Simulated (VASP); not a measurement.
A run of VASP 6.6.1:

INCAR

```
PREC = Accurate
ENCUT = 520
EDIFF = 1E-6
ISMEAR = -1
SIGMA = 0.1
LREAL = F
LASPH = T
NELM = 100
ALGO = Normal
ISIF = 2
LWAVE = F
LCHARG = F
GGA = PS
NBANDS = 32
```

File KPOINTS:

```
Automatic mesh
0
Gamma
  6 6 6
```

POSCAR

```
Ti3In
1.0
    4.1562280000      0.0000000000      0.0000000000
    0.0000000000      4.1562280000      0.0000000000
    0.0000000000      0.0000000000      4.1562280000
Ti In
3 1
Direct
    0.0000000000      0.5000000000      0.5000000000
    0.5000000000      0.0000000000      0.5000000000
    0.5000000000      0.5000000000      0.0000000000
    0.0000000000      0.0000000000      0.0000000000
```

Potentials or basis: VASP PAW PBE potentials, release 64 (Ti_sv, In_d).

The run is started by

```bash
$ cat potpaw_PBE.64/Ti_sv/POTCAR potpaw_PBE.64/In_d/POTCAR > POTCAR
$ mpirun -np 1 vasp_std > vasp.out
```

Hardware: 1 thread of Intel(R) Xeon(R) Platinum 8375C CPU @ 2.90GHz (Ice Lake) (shared host).

Question: How long does it take, and how much memory?

Answer: It took 30 s on 1 thread of Intel(R) Xeon(R) Platinum 8375C CPU @ 2.90GHz (Ice Lake), on a shared host, peak memory 0.19 GiB. Counts: scf iterations 14, k points 20.
